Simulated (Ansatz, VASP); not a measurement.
GaO: VASP beside Ansatz

```
Ga O
1.0
     3.26612    0.00000    0.00000
    -1.63306    2.82854    0.00000
     0.00000    0.00000   14.79071
Ga O
2 2
Direct
  0.66667 0.33333 0.58889
  0.66667 0.33333 0.41111
  0.00000 0.00000 0.64229
  0.00000 0.00000 0.35771
```

Alike in both runs: task single point; functional PBE; k mesh 9 × 9 × 2; occupations gaussian, width 0.02 eV; no spin polarisation.

|  | VASP | Ansatz |
| --- | --- | --- |
| version | VASP 6.6.1 | Ansatz 0.2.0 |
| potentials or method | VASP PAW PBE potentials, release 64 (Ga_d, O), cutoff 520 eV | scalar-relativistic, plane waves, PAW |
| valence electrons in the cell | 38 | 38 |

Ansatz gave:

```
gap on the k mesh at the Fermi level (eV) : 1.02
least direct gap on the mesh (eV)         : 1.42
rms of the force components (eV/Å)        : 0.587
```

Task: Which values does VASP return?

Result: gap on the k mesh at the Fermi level (eV): 1.00; least direct gap on the mesh (eV): 1.40; rms of the force components (eV/Å): 0.564.

Atom by atom the forces differ by 0.025 eV/Å (rms over components). The functional is the same, so the differences come from potentials, cutoffs and numerics. Ansatz's warnings: xc potential rough in thin density.
